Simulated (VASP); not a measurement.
SnSe: relaxation of cell and atoms with LDA

Crystal: SnSe.

```
CELL_PARAMETERS angstrom
0.00000 2.98877 2.98877
2.98877 0.00000 2.98877
2.98877 2.98877 0.00000
ATOMIC_POSITIONS crystal
Sn 0.00000 0.00000 0.00000
Se 0.50000 0.50000 0.50000
```

```json
{
 "Program": "VASP 6.6.1",
 "Task": "relaxation of cell and atoms",
 "Functional": "LDA",
 "Potentials or basis": "VASP PAW LDA potentials, release 64 (Sn_d, Se)",
 "Cutoff": "600 eV",
 "k mesh": "10 × 10 × 10",
 "Occupations": "gaussian, width 0.02 eV",
 "Spin": "no spin polarisation",
 "Dipole correction": "no",
 "Further INCAR settings": "ALGO = Normal; EDIFF = 1e-06; IBRION = 2; EDIFFG = -0.005; NSW = 70; ISIF = 3"
}
```

```
Relaxed volume                         : 25.68 Å³/atom
Relaxed cell                           : a = 4.173 Å, b = 4.173 Å, c = 4.173 Å, α = 60.00°, β = 60.00°, γ = 60.00°
Space group after relaxing (to 0.05 Å) : Fm-3m (No. 225)
Energy gained by relaxing              : 7.0 meV/atom
Ionic steps                            : 3
Pressure after relaxing                : 0.0 GPa
Band gap on the k mesh                 : 0.43 eV, indirect (least direct gap 0.57 eV)
```

Step by step:
```
step  energy change (eV)  largest force (eV/Å)  pressure (GPa)  volume (Å³)
   1              0.0000                0.0000           -2.10        53.40
   2             -0.0124                0.0000            0.78        50.74
   3             -0.0139                0.0000            0.01        51.37
```

Final structure:
```cif
data_structure
_symmetry_space_group_name_H-M 'P 1'
_symmetry_Int_Tables_number 1
_cell_length_a 4.1725
_cell_length_b 4.1725
_cell_length_c 4.1725
_cell_angle_alpha 60.000
_cell_angle_beta 60.000
_cell_angle_gamma 60.000
_cell_volume 51.37
loop_
_atom_site_label
_atom_site_type_symbol
_atom_site_fract_x
_atom_site_fract_y
_atom_site_fract_z
_atom_site_occupancy
Sn1 Sn 0.00000 0.00000 0.00000 1
Se1 Se 0.50000 0.50000 0.50000 1
```

Levels at points of the mesh, in eV from the valence-band top:
| k point | band 6 | band 7 | band 8 | band 9 | band 10 | band 11 | band 12 | band 13 | band 14 |
| --- | --- | --- | --- | --- | --- | --- | --- | --- | --- |
| (0.00, 0.00, 0.00) | -14.29 | -4.99 | -2.34 | -2.34 | -2.34 | 4.44 | 4.44 | 4.44 | 5.79 |
| (0.50, 0.00, 0.00) | -13.21 | -8.43 | -2.07 | -2.07 | -0.14 | 0.76 | 1.14 | 1.14 | 8.32 |
| (0.50, 0.50, 0.00) | -12.88 | -6.13 | -5.90 | -3.92 | -3.92 | 2.78 | 5.59 | 5.59 | 6.27 |

Wall time 2.6 min on 1 thread of Intel Xeon 6975P-C, with other jobs on the host, peak memory 0.21 GiB.

Caveat: spin-orbit coupling is left out, which moves the levels of the heavy elements. A k mesh can miss the band edges.
